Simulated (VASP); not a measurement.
BaZrO3, 5 atoms in the cell. The structure is cubic, space group Pm-3m (No. 221). Conventional cell: a = 4.120 Å, b = 4.120 Å, c = 4.120 Å, α = 90.00°, β = 90.00°, γ = 90.00°. Ba (site symmetry m-3m) has 12 O at 2.91 Å and 8 Zr at 3.57 Å within 3.8 Å. Zr (site symmetry m-3m) has 6 O at 2.06 Å within 2.7 Å. Within 2.7 Å of O (site symmetry 4/mmm) lie 2 Zr at 2.06 Å. 

- Program: VASP 6.6.1
- Task: single point
- Functional: PBE
- Potentials or basis: VASP PAW PBE potentials, release 64 (Ba_sv, Zr_sv, O_h)
- Cutoff: 1340 eV
- k mesh: 6 × 6 × 6
- Occupations: gaussian, width 0.01 eV
- Spin: no spin polarisation
- Dipole correction: no
- Further INCAR settings: ALGO = Normal; EDIFF = 1e-06; NBANDS = 28

Potentials or basis: VASP PAW PBE potentials, release 64 (Ba_sv, Zr_sv, O_h).

Command:

```console
$ cat potpaw_PBE.64/Ba_sv/POTCAR potpaw_PBE.64/Zr_sv/POTCAR potpaw_PBE.64/O_h/POTCAR > POTCAR
$ mpirun -np 1 vasp_std > vasp.out
```

Hardware: 1 thread of Intel(R) Xeon(R) 6975P-C (Granite Rapids), with other jobs on the host.

How long does it take, and how much memory?

Wall time 79 s on 1 thread of Intel(R) Xeon(R) 6975P-C (Granite Rapids) (shared host), peak memory 0.44 GiB. Counts: scf iterations 15, k points 20.
